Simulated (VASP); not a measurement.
A run of VASP 6.6.1 is set up as follows.

File INCAR:

```
SYSTEM = Ge
ALGO     = Normal         ! electronic algorithm
EDIFF    = 1E-7           ! SCF threshold, eV
ENCUT    = 520            ! plane-wave cutoff, eV
GGA      = PE             ! functional
ISIF     = 2              ! what is computed and relaxed
ISMEAR   = 0              ! smearing method
LASPH    = .True.         ! aspherical terms in the spheres
LCHARG   = .False.        ! write CHGCAR
LREAL    = .False.        ! projectors in reciprocal space
LWAVE    = .False.        ! write WAVECAR
NBANDS   = 36             ! bands
NELM     = 80             ! most SCF steps
PREC     = Accurate       ! precision mode
SIGMA    = 0.1            ! smearing width, eV
```

File KPOINTS:

```
k-points
0
Gamma
  6 6 6
  0 0 0
```

POSCAR

```
Ge
1.0
   -3.3492132800      3.3492132800      1.9781072500
    3.3492132800     -3.3492132800      1.9781072500
    3.3492132800      3.3492132800     -1.9781072500
Ge
4
Direct
    0.6823628100      0.6823628100      0.3647256300
    0.3176371900      0.3176371900      0.6352743700
    0.3176371900      0.6823628100      0.0000000000
    0.6823628100      0.3176371900      0.0000000000
```

Potentials or basis: VASP PAW PBE potentials, release 64 (Ge_d).

Command:

```sh
$ cat potpaw_PBE.64/Ge_d/POTCAR > POTCAR
$ mpirun -np 1 vasp_std > vasp.out
```

Question: Estimate the largest force.

Answer: 0.539 eV/Å.

Question: Estimate the pressure.

Answer: 9.3 GPa.

Stress tensor (GPa, compression positive):
```
 8.35  0.00  0.00
 0.00  8.35  0.00
 0.00  0.00 11.21
```

Caveat: the cell stands under pressure.
